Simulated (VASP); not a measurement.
TiB6:

```xyz
7
Lattice="4.0504 0.0000 0.0000 0.0000 4.0504 0.0000 0.0000 0.0000 4.0504" Properties=species:S:1:pos:R:3 pbc="T T T"
Ti    0.0000    0.0000    0.0000
B     3.2485    2.0252    2.0252
B     0.8019    2.0252    2.0252
B     2.0252    2.0252    3.2485
B     2.0252    2.0252    0.8019
B     2.0252    0.8019    2.0252
B     2.0252    3.2485    2.0252
```

The cell was generated, and may not be a known phase.

```yaml
Program: VASP 6.6.1
Task: relaxation of cell and atoms
Functional: PBE
Potentials_or_basis: VASP PAW PBE potentials, release 64 (Ti_sv, B)
Cutoff: 600 eV
k_mesh: 10 × 10 × 10
Occupations: gaussian, width 0.1 eV
Spin: collinear spin
Starting_moments: "[1.64, 0.0, 0.0, 0.0, 0.0, 0.0, 0.0] μB"
```

At the start: pressure 3.2 GPa; volume 9.49 Å³/atom.

Where does the relaxation end?

Over 5 steps the energy falls by 2.1 meV/atom and the volume is 9.69 Å³/atom (+2.1 %); space group Pm-3m (No. 221, to 0.1 Å) before and after; moment 1.79 μB per cell.

The path:
```tsv
step	energy change (eV)	largest force (eV/Å)	pressure (GPa)	volume (Å³)
1	0.0000	0.1329	3.21	66.45
2	-0.0112	0.2237	-0.80	68.29
3	-0.0140	0.1193	0.40	67.70
4	-0.0114	0.2581	-0.87	68.12
5	-0.0147	0.0002	0.00	67.84
```

Final structure:
```
Ti B
1.0
     4.07835    0.00000    0.00000
     0.00000    4.07835    0.00000
     0.00000    0.00000    4.07835
Ti B
1 6
Cartesian
  0.0000 0.0000 4.0784
  3.2680 2.0392 2.0392
  0.8104 2.0392 2.0392
  2.0392 2.0392 3.2680
  2.0392 2.0392 0.8104
  2.0392 0.8104 2.0392
  2.0392 3.2680 2.0392
```
